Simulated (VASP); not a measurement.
Here is a VASP 6.6.1 calculation.

File INCAR:

```
  ALGO = Normal
  EDIFF = 1E-6
  ENCUT = 520
  GGA = PS
  ISIF = 2
  ISMEAR = 0
  LASPH = True
  LCHARG = False
  LREAL = False
  LWAVE = False
  NBANDS = 20
  NELM = 80
  PREC = Accurate
  SIGMA = 0.05
```

File KPOINTS:

```
k-points
0
Gamma
  8 8 8
```

File POSCAR:

```
CdF2
1.0
    0.0000000000      2.7100788431      2.6564192820
    2.7100788431      0.0000000000      2.6564192820
    2.7100788431      2.7100788431      0.0000000000
Cd F
1 2
Direct
    0.0000000000      0.0000000000      0.0000000000
    0.2500000000      0.2500000000      0.2500000000
    0.7500000000      0.7500000000      0.7500000000
```

Potentials or basis: VASP PAW PBE potentials, release 64 (Cd, F).

Run with:

```bash
$ cat potpaw_PBE.64/Cd/POTCAR potpaw_PBE.64/F/POTCAR > POTCAR
$ mpirun -np 1 vasp_std > vasp.out
```

(1) Estimate the band gap on the k mesh.

(2) Estimate the pressure.

Results:

(1) 2.89 eV (least direct gap 3.38 eV).

(2) 0.8 GPa.

Caveat: the PAW data sets were made with another functional, which shifts forces and pressure a little.
